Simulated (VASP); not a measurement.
A run of VASP 6.6.1:

The input INCAR:

```
PREC = Accurate
ENCUT = 520
EDIFF = 1E-8
ISMEAR = -1
SIGMA = 0.03
LREAL = False
LASPH = True
NELM = 80
ALGO = Normal
ISIF = 2
LWAVE = False
LCHARG = False
GGA = CA
LEFG = True
NBANDS = 12
```

KPOINTS

```
Automatic mesh
0
Gamma
  12 12 7
```

File POSCAR:

```
Sb
1.0
    3.3577325362      0.0000000000      0.0000000000
   -1.6788662682      2.9078816755      0.0000000000
    0.0000000000      0.0000000000      5.3121737799
Sb
2
Direct
    0.3333333333      0.6666666667      0.2500000000
    0.6666666667      0.3333333333      0.7500000000
```

Potentials or basis: VASP PAW LDA potentials, release 64 (Sb).

Launch:

```bash
$ cat potpaw_LDA.64/Sb/POTCAR > POTCAR
$ mpirun -np 1 vasp_std > vasp.out
```

Hardware: 1 thread of Intel Xeon 6975P-C, on a shared host.

Problem. How long does it take, and how much memory?

Solution. Run time: 32 s on 1 thread of Intel Xeon 6975P-C, on a shared host, peak memory 0.18 GiB. Counts: scf iterations 12, k points 76.
